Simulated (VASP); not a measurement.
Wanted: the native input for a VASP 6.6.1 run.

- Task: density of states
- Functional: PBE
- Potentials or basis: VASP PAW PBE potentials, release 64 (F)
- Cutoff: 520 eV
- k mesh: 11 × 11 × 5
- Occupations: fermi-dirac, width 0.01 eV
- Spin: no spin polarisation
- Dipole correction: no
- k mesh for the DOS: 17 × 17 × 8
- Occupations for the DOS: tetrahedron
- Further INCAR settings: ALGO = Normal; EDIFF = 1e-06

F:

```
CELL_PARAMETERS angstrom
2.75000 -1.64000 0.00000
2.75000 1.64000 0.00000
-1.53601 0.00000 7.12002
ATOMIC_POSITIONS crystal
F 0.05040 0.05040 0.09960
F 0.94960 0.94960 0.90040
F 0.50500 0.50500 0.60000
F 0.49500 0.49500 0.40000
```

The input as run:

POSCAR

```
F
1.0
    2.7500000000     -1.6400000000      0.0000000000
    2.7500000000      1.6400000000      0.0000000000
   -1.5360100000      0.0000000000      7.1200200000
F
4
Direct
    0.0504000000      0.0504000000      0.0996000000
    0.9496000000      0.9496000000      0.9004000000
    0.5050000000      0.5050000000      0.6000000000
    0.4950000000      0.4950000000      0.4000000000
```

INCAR.step1

```
SYSTEM = F
PREC = Accurate
ENCUT = 520
EDIFF = 1E-6
ISMEAR = -1
SIGMA = 0.01
LREAL = .False.
LASPH = .True.
NELM = 100
ALGO = Normal
ISIF = 2
LWAVE = .False.
LCHARG = .True.
GGA = PE
NBANDS = 22
```

KPOINTS.step1

```
Automatic mesh
0
Gamma
  11 11 5
  0 0 0
```

INCAR.step2

```
SYSTEM = F
PREC = Accurate
ENCUT = 520
EDIFF = 1E-6
ISMEAR = -5
SIGMA = 0.01
LREAL = .False.
LASPH = .True.
NELM = 100
ALGO = Normal
ISIF = 2
LWAVE = .False.
LCHARG = .False.
GGA = PE
LORBIT = 11
NEDOS = 1001
ICHARG = 11
```

KPOINTS.step2

```
Automatic mesh
0
Gamma
  17 17 8
  0 0 0
```

Potentials or basis: VASP PAW PBE potentials, release 64 (F).

The run is started by

```console
$ cat potpaw_PBE.64/F/POTCAR > POTCAR
$ cp INCAR.step1 INCAR
$ cp KPOINTS.step1 KPOINTS
$ mpirun -np 1 vasp_std > vasp.out
$ cp INCAR.step2 INCAR
$ cp KPOINTS.step2 KPOINTS
$ mpirun -np 1 vasp_std > vasp.out
```

Results of the run:

The valence electrons inside the program's atomic spheres are F 5.87, 5.86.

Run time: 4.4 min on 1 thread of Intel(R) Xeon(R) Platinum 8375C CPU @ 2.90GHz (Ice Lake), on a shared host, peak memory 0.55 GiB.
